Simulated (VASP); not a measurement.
Runs of VASP 6.6.1 on Ti. The structure is that of space group P6/mmm (No. 191), or close to it. The cells are those of the table. This isn't the form of Ti at room conditions, which is hcp.

| cell | gap on the mesh (eV) | pressure (GPa) |
| --- | --- | --- |
| a = 4.374, b = 4.374, c = 2.982 Å, angles 90.0, 90.0, 120.0°, 3 atoms | none | -0.4 |
| a = 4.249, b = 4.249, c = 3.161 Å, angles 90.0, 90.0, 120.0°, 3 atoms | none | 0.0 |
| a = 4.643, b = 4.643, c = 2.647 Å, angles 90.0, 90.0, 120.0°, 3 atoms | none | 0.3 |
| a = 4.767, b = 4.767, c = 2.511 Å, angles 90.0, 90.0, 120.0°, 3 atoms | none | (a) |
| a = 4.442, b = 4.442, c = 2.891 Å, angles 90.0, 90.0, 120.0°, 3 atoms | none | -0.4 |

Alike in all rows: task single point; level PBEsol; potentials or basis VASP PAW PBE potentials, release 64 (Ti_sv); no spin polarisation; k mesh 12 × 12 × 18; cutoff (eV) 520; smearing gaussian 0.15 eV.

Estimate the missing entries.

(a) -0.2.

Caveats: the PAW data sets were made with another functional, which shifts forces and pressure a little.

A gap of «none» marks levels without a gap at the run's occupations.
